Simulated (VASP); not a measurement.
Set up this calculation in VASP 6.6.1, as the native input.

- Task: relaxation of cell and atoms
- Functional: PBE
- Potentials or basis: VASP PAW PBE potentials, release 64 (Si)
- Cutoff: 500 eV
- k mesh: 7 × 7 × 7
- Occupations: gaussian, width 0.02 eV
- Spin: no spin polarisation
- Dipole correction: no
- Further INCAR settings: ALGO = Normal; EDIFF = 1e-07; IBRION = 2; EDIFFG = -0.03; NSW = 80; ISIF = 3

The structure of Si lies in POSCAR:

```
Si
1.0
    0.0000000000      2.7135600000      2.7135600000
    2.7135600000      0.0000000000      2.7135600000
    2.7135600000      2.7135600000      0.0000000000
Si
2
Direct
    0.7500000000      0.7500000000      0.7500000000
    0.5000000000      0.5000000000      0.5000000000
```

One way to write it, as run:

INCAR

```
SYSTEM = Si
ALGO = Normal
EDIFF = 1E-7
EDIFFG = -0.03
ENCUT = 500
GGA = PE
GGA_COMPAT = .FALSE.
IBRION = 2
ISIF = 3
ISMEAR = 0
LASPH = .TRUE.
LCHARG = .FALSE.
LREAL = .FALSE.
LWAVE = .FALSE.
NELM = 120
NELMIN = 4
NSW = 80
PREC = Accurate
SIGMA = 0.02
```

KPOINTS

```
k-points
0
G
  7 7 7
  0 0 0
```

Potentials or basis: VASP PAW PBE potentials, release 64 (Si).

Command:

```console
$ cat potpaw_PBE.64/Si/POTCAR > POTCAR
$ mpirun -np 1 vasp_std > vasp.out
```

It gave:

```json
{
 "Relaxed volume": "20.45 Å³/atom",
 "Relaxed cell": "a = 3.867 Å, b = 3.867 Å, c = 3.867 Å, α = 60.00°, β = 60.00°, γ = 60.00°",
 "Space group after relaxing (to 0.05 Å)": "Fd-3m (No. 227)",
 "Energy gained by relaxing": "3.1 meV/atom",
 "Ionic steps": "3",
 "Pressure after relaxing": "0.0 GPa",
 "Band gap on the k mesh": "0.61 eV, indirect (least direct gap 2.56 eV)"
}
```

It took 7.9 s on 1 thread of Intel(R) Xeon(R) 6975P-C (Granite Rapids), on a shared host, peak memory 0.14 GiB.
